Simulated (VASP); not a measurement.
Runs of VASP 6.6.1 on Ni. The structure is that of space group Fm-3m (No. 225), or close to it. The cells are those of the table. 

```csv
spin,cell,gap on the mesh (eV),pressure (GPa),moment (μB)
"collinear, ferromagnetic start","a = 2.403 Å, angles 60.0°, 1 atom",none,5.8,0.61
"collinear, ferromagnetic start","a = 2.489 Å, angles 60.0°, 1 atom",none,-17.3,0.61
off,"a = 2.421 Å, angles 60.0°, 1 atom",none,(b),-
"collinear, ferromagnetic start","a = 2.421 Å, angles 60.0°, 1 atom",none,(a),0.60
```

Alike in all rows: task single point; level LDA; potentials or basis VASP PAW LDA potentials, release 64 (Ni); k mesh 20 × 20 × 20; cutoff (eV) 520; smearing gaussian 0.05 eV.

Task: Estimate the missing entries.

Result: (a) -0.2; (b) -1.5.

A gap of «none» marks levels without a gap at the run's occupations.
